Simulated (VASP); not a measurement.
# C in VASP: a series of runs

Runs on C. Level: r2SCAN. Tasks: single point.

Everything below comes from runs of VASP 6.6.1. Logs are shortened: lines on timing, memory, paths and dates and some standing lists are left out, and cuts for length are marked.

**1. The cell of the first run**

The cell holds a sheet with vacuum, 2 atoms: a = 2.465 Å, b = 2.465 Å, c = 14.000 Å, α = 90.00°, β = 90.00°, γ = 120.00°.

**2. Single point, r2SCAN**

Input file POSCAR:

```
C
1.0
    2.4650000000      0.0000000000      0.0000000000
   -1.2325000000      2.1347526203      0.0000000000
    0.0000000000      0.0000000000     14.0000000000
C
2
Direct
    0.3333330000      0.6666670000      0.5000000000
    0.6666670000      0.3333330000      0.5000000000
```

Input file INCAR.step1:

```
ALGO = Normal ; DIPOL = 0.5 0.5 0.500
EDIFF = 1E-5 ; ENCUT = 580
GGA = PE ; GGA_COMPAT = F
IDIPOL = 3 ; ISMEAR = 0
LASPH = T ; LCHARG = F
LDIPOL = T ; LREAL = F
LWAVE = T ; NBANDS = 11
NELM = 120 ; NELMDL = -8
PREC = Accurate ; SIGMA = 0.03
```

Input file INCAR.step2:

```
ALGO = Normal ; DIPOL = 0.5 0.5 0.500
EDIFF = 1E-6 ; ENCUT = 580
GGA_COMPAT = F ; IDIPOL = 3
ISIF = 2 ; ISMEAR = 0
ISTART = 1 ; LASPH = T
LCHARG = F ; LDIPOL = T
LMIXTAU = T ; LREAL = F
LWAVE = F ; METAGGA = R2SCAN
NBANDS = 11 ; NELM = 120
PREC = Accurate ; SIGMA = 0.03
```

Input file KPOINTS:

```
k-points
0
Gamma
  18 18 1
```

Potentials or basis: VASP PAW PBE potentials, release 64 (C).

On the command line:

```
$ cat potpaw_PBE.64/C/POTCAR > POTCAR
$ cp INCAR.step1 INCAR
$ mpirun -np 1 vasp_std > vasp.out
$ cp INCAR.step2 INCAR
$ mpirun -np 1 vasp_std > vasp.out
```

OUTCAR:

```text
EDIFF = 1E-6
   ENCUT = 580
   ISIF = 2
   ISMEAR = 0
   ISTART = 1
   LASPH = T
   LREAL = F
   METAGGA = R2SCAN
   NELM = 120
   PREC = Accurate

 ion  position               nearest neighbor table
   1  0.333  0.667  0.500-   2 1.42   2 1.42   2 1.42
   2  0.667  0.333  0.500-   1 1.42   1 1.42   1 1.42

  LATTYP: Found a hexagonal cell.
 ALAT       =     2.4650000000
 C/A-ratio  =     5.6795131846

  Lattice vectors:

 A1 = (   2.4650000000,   0.0000000000,   0.0000000000)
 A2 = (  -1.2325000000,   2.1347526203,   0.0000000000)
 A3 = (   0.0000000000,   0.0000000000,  14.0000000000)

Analysis of symmetry for initial positions (statically):
=====================================================================
 Subroutine PRICEL returns:
 Original cell was already a primitive cell.

 Routine SETGRP: Setting up the symmetry group for a
 hexagonal supercell.

 Subroutine GETGRP returns: Found 24 space group operations
 (whereof 24 operations were pure point group operations)
 out of a pool of 24 trial point group operations.

The static configuration has the point symmetry D_6h.

Analysis of symmetry for dynamics (positions and initial velocities):
=====================================================================
 Subroutine PRICEL returns:
 Original cell was already a primitive cell.

 Routine SETGRP: Setting up the symmetry group for a
 hexagonal supercell.

 Subroutine GETGRP returns: Found 24 space group operations
 (whereof 24 operations were pure point group operations)
 out of a pool of 24 trial point group operations.

The dynamic configuration has the point symmetry D_6h.

 Subroutine INISYM returns: Found 24 space group operations
 (whereof 24 operations are pure point group operations),
 and found     1 'primitive' translations

----------------------------------------------------------------------------------------

                                     Primitive cell

  volume of cell :      73.6703

  direct lattice vectors                    reciprocal lattice vectors
     2.465000000  0.000000000  0.000000000     0.405679513  0.234219176  0.000000000
    -1.232500000  2.134752620  0.000000000     0.000000000  0.468438352  0.000000000
     0.000000000  0.000000000 14.000000000     0.000000000  0.000000000  0.071428571

  length of vectors
     2.465000000  2.465000000 14.000000000     0.468438352  0.468438352  0.071428571

  position of ions in fractional coordinates (direct lattice)
     0.333333000  0.666667000  0.500000000
     0.666667000  0.333333000  0.500000000

  ion indices of the primitive-cell ions
   primitive index   ion index
                 1           1
                 2           2

[... 90 lines left out ...]
     AMIX     =   0.40;   BMIX     =  1.00
     AMIX_MAG =   1.60;   BMIX_MAG =  1.00
  volume/ion in A,a.u.               =      36.84       248.58
  Fermi-wavevector in a.u.,A,eV,Ry     =   0.781041  1.475954  8.299901  0.610025
  Thomas-Fermi vector in A             =   1.884477
   LORBIT       =      0    0 simple, 1 ext, 2 COOP (PROOUT), +10 PAW based schemes
   METAGGA = R2SCAN    functional components
   LHFCALC =     F    Hartree Fock is set to
   AEXX    =    0.0000 exact exchange contribution
   IVDW    =     0    specifies the selected vdW correction
   LEPSILON=     F    determine dielectric tensor
   LRPA    =     F    only Hartree local field effects (RPA)
 non-spin polarized calculation
 Gauss-broadening in eV      SIGMA  =   0.03
  energy-cutoff  :      580.00
  volume of cell :       73.67
 maximum number of plane-waves:      2369
 NGX is ok and might be reduce to    20
   NGX =  9   NGY =  9   NGZ = 55

 number of electron       8.0000000 magnetization

 dipolmoment           0.000000      0.000000     -0.000000 electrons x Angstroem

 Free energy of the ion-electron system (eV)
  ---------------------------------------------------
  ext. energy  EPLUGINS =         0.00000000
  ---------------------------------------------------
  free energy    TOTEN  =       -19.84426474 eV

  energy without entropy =      -19.84405578  energy(sigma->0) =      -19.84416026

 E-fermi :  -2.1480     XC(G=0):  -3.0842

 val. band max:       -2.1480211034   @ k =   0.3333   0.3333   0.0000
 cond. band min:      -2.1479694484   @ k =   0.3333   0.3333   0.0000
 fundamental gap:      0.0000516551
 Fermi energy:        -2.1479952760

 k-point     1 :       0.0000    0.0000    0.0000
  band No.  band energies     occupation
      1     -22.9251      2.00000
      2     -10.2181      2.00000
      3      -5.3869      2.00000
      4      -5.3868      2.00000
      5       1.4873      0.00000
      6       2.4525      0.00000
      7       2.8616      0.00000
      8       5.1789      0.00000
      9       6.0437      0.00000
     10       6.4897      0.00000
     11       6.4898      0.00000
[... 309 lines left out ...]
 k-point    24 :       0.3889    0.1111    0.0000
  band No.  band energies     occupation
      1     -17.9921      2.00000
      2     -15.1442      2.00000
      3      -9.8368      2.00000
      4      -4.8433      2.00000
      5       0.1384      0.00000
      6       6.8567      0.00000
      7       8.1863      0.00000
      8       9.0552      0.00000
      9       9.6194      0.00000
     10      11.3055      0.00000
     11      11.5759      0.00000

 [... further k-points ...]

------------------------ aborting loop because EDIFF is reached ----------------------------------------

 vacuum level on the upper side and lower side of the slab       (xc-potential included)        -0.003        -0.003

  FORCE on cell =-STRESS in cart. coord.  units (eV):
  Direction    XX          YY          ZZ          XY          YZ          ZX
  --------------------------------------------------------------------------------------
  -------------------------------------------------------------------------------------
  Total       -0.4524852     -0.4524852     -0.0429537      0.0000000     -0.0000000      0.0000000
  in kB       -9.8406197     -9.8406197     -0.9341548      0.0000000     -0.0000000      0.0000000
  external PRESSURE =      -6.8717981 kB  Pullay stress =       0.0000000 kB

 VOLUME and BASIS-vectors are now :
 -----------------------------------------------------------------------------
  energy-cutoff  :      580.00
  volume of cell :       73.67
      direct lattice vectors                 reciprocal lattice vectors
     2.465000000  0.000000000  0.000000000     0.405679513  0.234219176  0.000000000
    -1.232500000  2.134752620  0.000000000     0.000000000  0.468438352  0.000000000
     0.000000000  0.000000000 14.000000000     0.000000000  0.000000000  0.071428571

 POSITION                                       TOTAL-FORCE (eV/Angst)
 -----------------------------------------------------------------------------------
     -0.00000      1.42317      7.00000        -0.000000      0.000000     -0.000000
      1.23250      0.71158      7.00000         0.000000      0.000000      0.000000
 -----------------------------------------------------------------------------------
    total drift:                                0.000000      0.000000      0.000000

  FREE ENERGIE OF THE ION-ELECTRON SYSTEM (eV)
  ---------------------------------------------------
  free  energy   TOTEN  =       -19.8442647353 eV

  energy  without entropy=      -19.8440557763  energy(sigma->0) =      -19.84416026

 vacuum level on the upper side and lower side of the slab         2.137         2.137
```

Run time: 3.6 min. Hardware: 1 thread of Intel Xeon 8259CL, shared host; peak memory 0.21 GiB.

Results:

```yaml
Free_energy: -19.8443 eV
Band_gap_on_the_k_mesh: zero (filled and empty bands touch)
```

Caveat: the PAW data sets were made with another functional, which shifts forces and pressure a little.

**3. Single point, r2SCAN**

This run uses another cell than the first one.

Input file POSCAR:

```
C
1.0
    2.4556490903      0.0000000000      0.0000000000
   -1.2278245452      2.1266544950      0.0000000000
    0.0000000000      0.0000000000     23.8000000000
C
2
Direct
    0.3333333333      0.6666666667      0.2941176471
    0.6666666667      0.3333333333      0.2941176471
```

Input file INCAR.step1:

```
SYSTEM = C
  ALGO = Normal
  DIPOL = 0.5 0.5 0.294
  EDIFF = 1E-5
  ENCUT = 580
  GGA = PE
  GGA_COMPAT = .False.
  IDIPOL = 3
  ISMEAR = 0
  LASPH = .True.
  LCHARG = .False.
  LDIPOL = .True.
  LREAL = .False.
  LWAVE = .True.
  NBANDS = 11
  NELM = 120
  NELMDL = -8
  PREC = Accurate
  SIGMA = 0.03
```

Input file INCAR.step2:

```
SYSTEM = C
  ALGO = Normal
  DIPOL = 0.5 0.5 0.294
  EDIFF = 1E-6
  ENCUT = 580
  GGA_COMPAT = .False.
  IDIPOL = 3
  ISIF = 2
  ISMEAR = 0
  ISTART = 1
  LASPH = .True.
  LCHARG = .True.
  LDIPOL = .True.
  LELF = .True.
  LMIXTAU = .True.
  LREAL = .False.
  LVACPOTAV = .True.
  LVHAR = .True.
  LWAVE = .False.
  METAGGA = R2SCAN
  NBANDS = 11
  NELM = 120
  PREC = Accurate
  SIGMA = 0.03
```

Input file KPOINTS:

```
k-points
0
Gamma
  18 18 1
  0 0 0
```

Potentials or basis: VASP PAW PBE potentials, release 64 (C).

On the command line:

```
$ cat potpaw_PBE.64/C/POTCAR > POTCAR
$ cp INCAR.step1 INCAR
$ mpirun -np 1 vasp_std > vasp.out
$ cp INCAR.step2 INCAR
$ mpirun -np 1 vasp_std > vasp.out
```

Run time: 6.8 min. Hardware: 1 thread of Intel Xeon 8259CL, shared host; peak memory 0.3 GiB.

The run converged. Its results:

| Item | Value |
| --- | --- |
| Free energy | -19.8454 eV |
| Band gap on the k mesh | zero (filled and empty bands touch) |

Levels at points of the mesh, in eV from the Fermi level:
| k point | band 2 | band 3 | band 4 | band 5 | band 6 | band 7 |
| --- | --- | --- | --- | --- | --- | --- |
| (0.00, 0.00, 0.00) | -8.15 | -3.24 | -3.24 | 3.63 | 4.33 | 4.38 |
| (0.50, 0.00, 0.00) | -14.11 | -6.85 | -2.54 | 1.81 | 7.76 | 11.71 |

Caveat: the PAW data sets were made with another functional, which shifts forces and pressure a little.
